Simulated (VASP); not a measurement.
# KCl (Sylvite) (Fm-3m) in VASP: settings compared, part 2 of 2

VASP 6.6.1.

## 4. Single point, LDA

File INCAR:

```
SYSTEM = KCl
PREC = Accurate
ENCUT = 520
EDIFF = 1E-6
ISMEAR = 0
SIGMA = 0.01
LREAL = .FALSE.
LASPH = .TRUE.
NELM = 100
ALGO = Normal
ISIF = 2
LWAVE = .FALSE.
LCHARG = .TRUE.
LELF = .TRUE.
LVHAR = .TRUE.
NBANDS = 15
```

File KPOINTS:

```
regular mesh
0
G
  4 4 4
  0 0 0
```

File POSCAR:

```
KCl
1.0
    0.0000000000      3.1448471213      3.1448471213
    3.1448471213      0.0000000000      3.1448471213
    3.1448471213      3.1448471213      0.0000000000
K Cl
1 1
Direct
    0.0000000000      0.0000000000      0.0000000000
    0.5000000000      0.5000000000      0.5000000000
```

Potentials or basis: VASP PAW LDA potentials, release 64 (K_sv, Cl).

Launch:

```console
$ cat potpaw_LDA.64/K_sv/POTCAR potpaw_LDA.64/Cl/POTCAR > POTCAR
$ mpirun -np 1 vasp_std > vasp.out
```

OUTCAR:

```text
SYSTEM = KCl
   PREC = Accurate
   ENCUT = 520
   EDIFF = 1E-6
   ISMEAR = 0
   LREAL = .FALSE.
   LASPH = .TRUE.
   NELM = 100
   ISIF = 2

 ion  position               nearest neighbor table
   1  0.000  0.000  0.000-   2 3.14   2 3.14   2 3.14   2 3.14   2 3.14   2 3.14
   2  0.500  0.500  0.500-   1 3.14   1 3.14   1 3.14   1 3.14   1 3.14   1 3.14

  LATTYP: Found a face centered cubic cell.
 ALAT       =     6.2896942426

  Lattice vectors:

 A1 = (   0.0000000000,   3.1448471213,   3.1448471213)
 A2 = (   3.1448471213,   0.0000000000,   3.1448471213)
 A3 = (   3.1448471213,   3.1448471213,   0.0000000000)

Analysis of symmetry for initial positions (statically):
=====================================================================
 Subroutine PRICEL returns:
 Original cell was already a primitive cell.

 Routine SETGRP: Setting up the symmetry group for a
 face centered cubic supercell.

 Subroutine GETGRP returns: Found 48 space group operations
 (whereof 48 operations were pure point group operations)
 out of a pool of 48 trial point group operations.

The static configuration has the point symmetry O_h .

Analysis of symmetry for dynamics (positions and initial velocities):
=====================================================================
[... 162 lines left out ...]
     12       6.0089      0.00000
     13       6.9430      0.00000
     14       6.9430      0.00000
[... 113 lines left out ...]
      2     -14.0979      2.00000
      3     -12.7126      2.00000
      4     -12.7126      2.00000
      5     -12.5101      2.00000
      6      -2.5973      2.00000
      7      -2.5815      2.00000
      8      -2.5815      2.00000
      9       5.6151      0.00000
     10       5.6151      0.00000
     11       7.0585      0.00000
     12       7.5117      0.00000
     13       9.4632      0.00000
     14       9.4710      0.00000
     15       9.7231      0.00000

------------------------ aborting loop because EDIFF is reached ----------------------------------------

  FORCE on cell =-STRESS in cart. coord.  units (eV):
  Direction    XX          YY          ZZ          XY          YZ          ZX
  --------------------------------------------------------------------------------------
  -------------------------------------------------------------------------------------
  Total       -0.7364832     -0.7364832     -0.7364832      0.0000000      0.0000000     -0.0000000
  in kB      -18.9690175    -18.9690175    -18.9690175      0.0000000      0.0000000     -0.0000000
  external PRESSURE =     -18.9690175 kB  Pullay stress =       0.0000000 kB

 VOLUME and BASIS-vectors are now :
 -----------------------------------------------------------------------------
  energy-cutoff  :      520.00
  volume of cell :       62.21
      direct lattice vectors                 reciprocal lattice vectors
     0.000000000  3.144847121  3.144847121    -0.158990240  0.158990240  0.158990240
     3.144847121  0.000000000  3.144847121     0.158990240 -0.158990240  0.158990240
     3.144847121  3.144847121  0.000000000     0.158990240  0.158990240 -0.158990240

 POSITION                                       TOTAL-FORCE (eV/Angst)
 -----------------------------------------------------------------------------------
      0.00000      0.00000      0.00000        -0.000000      0.000000      0.000000
      3.14485      3.14485      3.14485         0.000000     -0.000000     -0.000000
 -----------------------------------------------------------------------------------
    total drift:                                0.000000      0.000000      0.000000

  FREE ENERGIE OF THE ION-ELECTRON SYSTEM (eV)
  ---------------------------------------------------
  free  energy   TOTEN  =        -7.3706476885 eV

  energy  without entropy=       -7.3706476885  energy(sigma->0) =       -7.37064769
```

OSZICAR:

```text
N       E                     dE             d eps       ncg     rms          rms(c)
DAV:   1     0.102195101313E+03    0.10220E+03   -0.70182E+03   240   0.957E+02
DAV:   2    -0.757098324321E+00   -0.10295E+03   -0.94402E+02   303   0.245E+02
DAV:   3    -0.740774156853E+01   -0.66506E+01   -0.66035E+01   324   0.530E+01
DAV:   4    -0.766523186103E+01   -0.25749E+00   -0.25738E+00   389   0.977E+00
DAV:   5    -0.766744179465E+01   -0.22099E-02   -0.22099E-02   331   0.996E-01    0.344E+00
DAV:   6    -0.739824548704E+01    0.26920E+00   -0.37208E-01   303   0.321E+00    0.274E+00
DAV:   7    -0.737116351489E+01    0.27082E-01   -0.71959E-02   324   0.158E+00    0.161E+00
DAV:   8    -0.737063141934E+01    0.53210E-03   -0.11518E-02   329   0.800E-01    0.257E-01
DAV:   9    -0.737052382580E+01    0.10759E-03   -0.64858E-04   317   0.146E-01    0.851E-02
DAV:  10    -0.737064583331E+01   -0.12201E-03   -0.76164E-05   297   0.619E-02    0.775E-03
DAV:  11    -0.737064726801E+01   -0.14347E-05   -0.29964E-06   332   0.114E-02    0.660E-03
DAV:  12    -0.737064768851E+01   -0.42050E-06   -0.13041E-06   258   0.811E-03
   1 F= -.73706477E+01 E0= -.73706477E+01  d E =-.286241E-40
```

stdout:

```text
POSCAR found type information on POSCAR K Cl
 POSCAR found :  2 types and       2 ions
 scaLAPACK will be used
 LDA part: xc-table for (Slater(with rela. corr.)+CA(PZ))
 , standard interpolation
 POSCAR, INCAR and KPOINTS ok, starting setup
 FFT: planning ... GRIDC
 FFT: planning ... GRID_SOFT
 FFT: planning ... GRID
 WAVECAR not read
 entering main loop
```

Run time: 25 s. Hardware: 1 thread of AMD EPYC 7R13, shared host; peak memory 0.14 GiB.

What came out:

```yaml
Free_energy: -7.3706 eV
Pressure: -1.9 GPa
Band_gap_on_the_k_mesh: 4.75 eV, direct
```

Levels at points of the mesh, in eV from the valence-band top:
```
           k point  band 4  band 5  band 6  band 7  band 8  band 9  band 10  band 11  band 12  band 13
(0.00, 0.00, 0.00)  -10.53  -10.53    0.00    0.00    0.00    4.75     8.09     8.09     8.09     9.02
(0.50, 0.00, 0.00)  -10.54  -10.28   -1.13   -0.35   -0.35    7.19     8.26    10.28    10.28    11.12
(0.50, 0.50, 0.00)  -10.59  -10.59   -0.70   -0.24   -0.24    6.17     7.98     9.66    10.05    10.41
```

Caveat: the k points lie up to 0.43 Å⁻¹ apart.
